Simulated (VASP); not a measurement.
CuO: relaxation of cell and atoms with PBE

CuO:

```xyz
4
Lattice="2.3446 -1.7134 0.0000 2.3446 1.7134 0.0000 -0.8605 0.0000 5.0594" Properties=species:S:1:pos:R:3 pbc="T T T"
Cu    1.1723    0.8457    0.0000
Cu    0.7420   -0.8457    2.5297
O     2.0724   -0.2841    1.2836
O     1.6421    0.2841    3.8133
```

```json
{
  "Program": "VASP 6.6.1",
  "Task": "relaxation of cell and atoms",
  "Functional": "PBE",
  "Potentials or basis": "VASP PAW PBE potentials, release 64 (Cu, O)",
  "Cutoff": "600 eV",
  "k mesh": "8 × 8 × 4",
  "Occupations": "fermi-dirac, width 0.05 eV",
  "Spin": "no spin polarisation",
  "Dipole correction": "no",
  "Further INCAR settings": "ALGO = Normal; EDIFF = 1e-06; IBRION = 2; EDIFFG = -0.005; NSW = 80; ISIF = 3"
}
```

```json
{
  "Relaxed volume": "11.19 Å³/atom",
  "Relaxed cell": "a = 2.945 Å, b = 2.945 Å, c = 5.170 Å, α = 90.12°, β = 90.12°, γ = 86.89°",
  "Space group after relaxing (to 0.1 Å)": "Cccm (No. 66)",
  "Energy gained by relaxing": "60.8 meV/atom",
  "Ionic steps": "60",
  "Pressure after relaxing": "0.0 GPa",
  "Largest force after relaxing": "0.004 eV/Å",
  "Band gap on the k mesh": "zero (bands 17 and 18 overlap by 1.11 eV)"
}
```

Forces on the atoms (eV/Å):
```
Cu   0.001  0.003  0.000
Cu   0.001 -0.003  0.000
O   -0.001 -0.001  0.000
O   -0.001  0.001  0.000
```

The path:
| step | energy change (eV) | largest force (eV/Å) | pressure (GPa) | volume (Å³) |
| --- | --- | --- | --- | --- |
| 1 | 0.0000 | 0.7870 | 6.29 | 40.65 |
| 3 | -0.0737 | 0.3181 | -1.42 | 42.41 |
| 5 | -0.0949 | 0.2415 | 1.98 | 41.96 |
| 7 | -0.1396 | 0.1327 | 0.48 | 43.19 |
| 9 | -0.1557 | 0.1004 | -0.63 | 44.32 |
| 11 | -0.2139 | 0.1903 | -1.04 | 45.03 |
| 13 | -0.2225 | 0.2881 | -1.27 | 45.24 |
| 15 | -0.2382 | 0.0716 | 0.59 | 44.64 |
| 17 | -0.2397 | 0.0721 | -0.44 | 44.84 |
| 19 | -0.2407 | 0.0391 | 0.04 | 44.70 |
| 21 | -0.2421 | 0.0286 | 0.72 | 44.62 |
| 23 | -0.2426 | 0.0317 | 0.22 | 44.72 |
| 25 | -0.2427 | 0.0348 | -0.08 | 44.82 |
| 27 | -0.2430 | 0.0164 | -0.10 | 44.82 |
| 29 | -0.2431 | 0.0251 | -0.05 | 44.81 |
| 31 | -0.2432 | 0.0130 | -0.04 | 44.75 |
| 33 | -0.2432 | 0.0091 | 0.17 | 44.77 |
| 35 | -0.2432 | 0.0080 | 0.03 | 44.77 |
| 37 | -0.2432 | 0.0072 | -0.16 | 44.77 |
| 39 | -0.2432 | 0.0125 | -0.06 | 44.80 |
| 41 | -0.2432 | 0.0105 | -0.03 | 44.78 |
| 43 | -0.2432 | 0.0076 | -0.06 | 44.78 |
| 45 | -0.2433 | 0.0073 | -0.01 | 44.77 |
| 47 | -0.2433 | 0.0095 | 0.05 | 44.77 |
| 49 | -0.2433 | 0.0077 | 0.05 | 44.79 |
| 51 | -0.2433 | 0.0079 | 0.11 | 44.79 |
| 53 | -0.2433 | 0.0078 | -0.03 | 44.80 |
| 55 | -0.2433 | 0.0077 | -0.17 | 44.80 |
| 57 | -0.2433 | 0.0091 | -0.03 | 44.80 |
| 59 | -0.2433 | 0.0053 | 0.00 | 44.79 |
| 60 | -0.2433 | 0.0036 | 0.02 | 44.78 |

Final structure:
```cif
data_structure
_symmetry_space_group_name_H-M 'P 1'
_symmetry_Int_Tables_number 1
_cell_length_a 2.9451
_cell_length_b 2.9451
_cell_length_c 5.1705
_cell_angle_alpha 90.121
_cell_angle_beta 90.121
_cell_angle_gamma 86.886
_cell_volume 44.78
loop_
_atom_site_label
_atom_site_type_symbol
_atom_site_fract_x
_atom_site_fract_y
_atom_site_fract_z
_atom_site_occupancy
Cu1 Cu 0.99437 0.49404 0.00185 1
Cu2 Cu 0.49404 0.99437 0.50185 1
O1 O 0.49499 0.49360 0.25185 1
O2 O 0.49360 0.49499 0.75185 1
```

Levels at points of the mesh, in eV from the Fermi level:
```tsv
k point	band 15	band 16	band 17	band 18	band 19	band 20
(0.00, 0.00, 0.00)	-2.29	-1.91	0.58	0.70	1.36	6.09
(0.50, 0.00, 0.00)	-1.58	-1.50	0.19	0.43	3.71	5.84
(0.50, 0.50, 0.00)	-1.63	-1.23	-1.19	1.09	2.20	7.19
(0.00, 0.00, 0.50)	-1.56	-1.56	0.09	0.09	3.44	3.44
(0.50, 0.00, 0.50)	-2.01	-1.83	-0.20	0.64	4.33	5.83
(0.50, 0.50, 0.50)	-1.43	-1.43	-0.53	-0.53	4.04	4.04
```

Run time: 13 min on 1 thread of Intel(R) Xeon(R) 6975P-C (Granite Rapids), on a shared host, peak memory 0.22 GiB.

Caveat: semilocal functionals often make such compounds metallic where correlation or magnetic order opens a gap, which also shifts bond lengths. PBE usually gives volumes a little too large and moduli too small.
